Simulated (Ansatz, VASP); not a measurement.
RhN: VASP beside Ansatz

Contents of INCAR:

```
SYSTEM = RhN
PREC = Accurate
ENCUT = 520
EDIFF = 1E-6
ISMEAR = 0
SIGMA = 0.05
LREAL = .False.
LASPH = .True.
NELM = 100
ALGO = Normal
ISIF = 2
LWAVE = .False.
LCHARG = .True.
GGA = PE
LELF = .True.
LVHAR = .True.
NBANDS = 17
```

File KPOINTS:

```
regular mesh
0
Gamma
  12 12 12
  0 0 0
```

File POSCAR:

```
RhN
1.0
    0.0000000000      2.3148278198      2.3148278198
    2.3148278198      0.0000000000      2.3148278198
    2.3148278198      2.3148278198      0.0000000000
Rh N
1 1
Direct
    0.0000000000      0.0000000000      0.0000000000
    0.2500000000      0.2500000000      0.2500000000
```

Input for Ansatz:

```yaml
crystal:
  lattice:
    - [0.0, 2.3148278198, 2.3148278198]
    - [2.3148278198, 0.0, 2.3148278198]
    - [2.3148278198, 2.3148278198, 0.0]
  atoms:
    - { symbol: Rh, position: [0.0, 0.0, 0.0] }
    - { symbol: "N", position: [0.25, 0.25, 0.25] }
basis:
  ecutwfc: 420
  ecutrho_ratio: 4
kpoints:
  mp_grid: { grid: [12, 12, 12] }
hamiltonian:
  xc: pbe
scf:
  occupations: { method: gaussian, width: 0.05 }
output:
  forces: true
  stress: true
  eigenvalues: true
```

Alike in both runs: task single point; functional PBE; k mesh 12 × 12 × 12; occupations gaussian, width 0.05 eV; no spin polarisation.

|  | VASP | Ansatz |
| --- | --- | --- |
| version | VASP 6.6.1 | Ansatz 0.2.0 |
| potentials or method | VASP PAW PBE potentials, release 64 (Rh_pv, N), cutoff 520 eV | scalar-relativistic, plane waves, PAW |
| valence electrons in the cell | 20 | 22 |

```tsv
	VASP	Ansatz	Ansatz less VASP
gap on the k mesh at the Fermi level (eV)	none	none	-
pressure (GPa)	-4.2	-4.2	-0.03
```

A gap of «none» marks a metal or a gap that the smearing closes. The functional is the same, so the differences come from potentials, cutoffs and numerics. VASP's potentials hold 20 valence electrons a cell and Ansatz's 22, so a difference there can come from the potentials and not from the codes.
